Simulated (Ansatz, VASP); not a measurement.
## La3N2 in VASP and in Ansatz

```
La N
1.0
    -2.69514    2.69514    4.16688
     2.69514   -2.69514    4.16688
     2.69514    2.69514   -4.16688
La N
3 2
Direct
  0.75000 0.25000 0.50000
  0.25000 0.75000 0.50000
  0.50000 0.50000 0.00000
  0.15131 0.15131 0.00000
  0.84869 0.84869 0.00000
```

Alike in both runs: task single point; functional PBE; k mesh 4 × 4 × 4; occupations gaussian, width 0.1 eV; no spin polarisation.

|  | VASP | Ansatz |
| --- | --- | --- |
| version | VASP 6.6.1 | Ansatz 0.2.0 |
| potentials or method | VASP PAW PBE potentials, release 64 (La, N), cutoff 520 eV | scalar-relativistic, plane waves, PAW |
| valence electrons in the cell | 43 | 43 |

```tsv
	VASP	Ansatz	Ansatz less VASP
gap on the k mesh at the Fermi level (eV)	none	none	-
pressure (GPa)	-6.6	-6.6	+0.06
traceless stress, the component that is largest in VASP (GPa)	6.54	6.47	-0.066
rms of the force components (eV/Å)	1.166	1.161	-0.0049
```

Atom by atom the forces differ by 0.005 eV/Å (rms over components). A gap of «none» marks a metal or a gap that the smearing closes.

The k mesh is coarse, so the values compare programs but aren't converged. Spin-orbit coupling is off throughout.
